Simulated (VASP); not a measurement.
Write the native input for VASP 6.6.1 that does the following.

- Task: relaxation of cell and atoms
- Functional: PBE
- Potentials or basis: VASP PAW PBE potentials, release 64 (K_sv, Mo_sv)
- Cutoff: 500 eV
- k mesh: 6 × 6 × 1
- Occupations: gaussian, width 0.1 eV
- Spin: no spin polarisation
- Dipole correction: no
- Further INCAR settings: ALGO = Normal; EDIFF = 1e-07; IBRION = 2; EDIFFG = -0.04; NSW = 90; ISIF = 3

The structure of KMo2 lies in POSCAR:

```
KMo2
1.0
    3.2267366420      0.0000000000      0.0000000000
   -1.6133683210      2.7944359033      0.0000000000
    0.0000000000      0.0000000000     15.6045342124
K Mo
2 4
Direct
    0.3333333333      0.6666666667      0.2500000000
    0.6666666667      0.3333333333      0.7500000000
    0.3333333333      0.6666666667      0.5508642863
    0.6666666667      0.3333333333      0.0508642863
    0.3333333333      0.6666666667      0.9491357137
    0.6666666667      0.3333333333      0.4491357137
```

The input as run:

INCAR

```
SYSTEM = KMo2
PREC = Accurate
ENCUT = 500
EDIFF = 1E-7
ISMEAR = 0
SIGMA = 0.1
LREAL = .False.
LASPH = .True.
NELM = 120
ALGO = Normal
ISIF = 3
LWAVE = .False.
LCHARG = .False.
GGA = PE
IBRION = 2
NSW = 90
EDIFFG = -0.04
GGA_COMPAT = .False.
NELMIN = 4
```

KPOINTS

```
regular mesh
0
Gamma
  6 6 1
  0 0 0
```

Potentials or basis: VASP PAW PBE potentials, release 64 (K_sv, Mo_sv).

The run is started by

```sh
$ cat potpaw_PBE.64/K_sv/POTCAR potpaw_PBE.64/Mo_sv/POTCAR > POTCAR
$ mpirun -np 1 vasp_std > vasp.out
```

It gave:

- Relaxed volume: 23.83 Å³/atom
- Relaxed cell: a = 3.223 Å, b = 3.223 Å, c = 15.893 Å, α = 90.00°, β = 90.00°, γ = 120.00°
- Space group after relaxing (to 0.1 Å): P6_3/mmc (No. 194)
- Energy gained by relaxing: 2.6 meV/atom
- Ionic steps: 4
- Pressure after relaxing: -0.1 GPa
- Largest force after relaxing: 0.039 eV/Å
- Band gap on the k mesh: zero (bands 37 and 38 overlap by 2.44 eV)

Caveat: the k points lie up to 0.40 Å⁻¹ apart in the final cell, too coarse for converged energies and pressures of a metal.

It took 2.3 min on 1 thread of Intel(R) Xeon(R) Platinum 8259CL CPU @ 2.50GHz (Skylake/Cascade Lake) (shared host), peak memory 0.26 GiB.
